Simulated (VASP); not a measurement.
NaH: single point with PBE

Crystal: NaH.

```
Na H
1.0
     0.00000    2.39751    2.39751
     2.39751    0.00000    2.39751
     2.39751    2.39751    0.00000
Na H
1 1
Direct
  0.00000 0.00000 0.00000
  0.50000 0.50000 0.50000
```

- Program: VASP 6.6.1
- Task: single point
- Functional: PBE
- Potentials or basis: VASP PAW PBE potentials, release 64 (Na_pv, H)
- Cutoff: 500 eV
- k mesh: 6 × 6 × 6
- Occupations: gaussian, width 0.05 eV
- Spin: no spin polarisation

* Pressure: 0.5 GPa
* Band gap on the k mesh: 3.85 eV (least direct gap 4.67 eV)

Levels at points of the mesh, in eV from the valence-band top:
```
           k point  band 2  band 3  band 4  band 5  band 6  band 7
(0.00, 0.00, 0.00)  -22.01  -22.01   -3.64   10.67   15.82   15.82
(0.50, 0.00, 0.00)  -22.03  -22.03   -0.82    3.85   10.99   13.58
(0.50, 0.50, 0.00)  -22.05  -22.05   -0.13    4.73   10.17   10.87
```

Wall time 3.4 s on 1 thread of Intel(R) Xeon(R) 6975P-C (Granite Rapids), on a shared host, peak memory 0.14 GiB.

Caveat: the structure was generated, so it needn't be the stable form of NaH. A k mesh can miss the band edges.
